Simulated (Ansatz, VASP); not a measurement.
# Two plane-wave programs on BeTe

INCAR

```
SYSTEM = BeTe
  ALGO = Normal
  EDIFF = 1E-6
  ENCUT = 600
  GGA = PS
  GGA_COMPAT = .False.
  ISIF = 2
  ISMEAR = 0
  LASPH = .True.
  LCHARG = .False.
  LREAL = .False.
  LWAVE = .False.
  NBANDS = 11
  NELM = 120
  PREC = Accurate
  SIGMA = 0.02
```

File KPOINTS:

```
k-points
0
Gamma
  8 8 8
  0 0 0
```

File POSCAR:

```
BeTe
1.0
    0.0000000000      2.7788086000      2.7788086000
    2.7788086000      0.0000000000      2.7788086000
    2.7788086000      2.7788086000      0.0000000000
Be Te
1 1
Direct
    0.0000000000      0.0000000000      0.0000000000
    0.7500000000      0.7500000000      0.7500000000
```

Input for Ansatz:

```yaml
crystal:
  lattice:
    - [0.0, 2.7788086, 2.7788086]
    - [2.7788086, 0.0, 2.7788086]
    - [2.7788086, 2.7788086, 0.0]
  atoms:
    - { symbol: Be, position: [0.0, 0.0, 0.0] }
    - { symbol: Te, position: [0.75, 0.75, 0.75] }
basis:
  ecutwfc: 420
kpoints:
  mp_grid: { grid: [8, 8, 8] }
hamiltonian:
  xc: pbesol
scf:
  occupations: { method: gaussian, width: 0.02 }
output:
  forces: true
  stress: true
  eigenvalues: true
```

Alike in both runs: task single point; functional PBEsol; k mesh 8 × 8 × 8; occupations gaussian, width 0.02 eV; no spin polarisation.

```csv
,VASP,Ansatz
version,VASP 6.6.1,Ansatz 0.2.0
potentials or method,"VASP PAW PBE potentials, release 64 (Be, Te), cutoff 600 eV","scalar-relativistic, plane waves, PAW"
valence electrons in the cell,8,18
```

|  | VASP | Ansatz | Ansatz less VASP |
| --- | --- | --- | --- |
| gap on the k mesh at the Fermi level (eV) | 1.75 | 1.77 | +0.019 |
| least direct gap on the mesh (eV) | 3.56 | 3.59 | +0.023 |
| pressure (GPa) | 1.9 | 1.6 | -0.28 |

VASP's potentials were made for PBE, not for PBEsol. VASP's potentials hold 8 valence electrons a cell and Ansatz's 18, so a difference there can come from the potentials and not from the codes.

Spin-orbit coupling is off throughout.
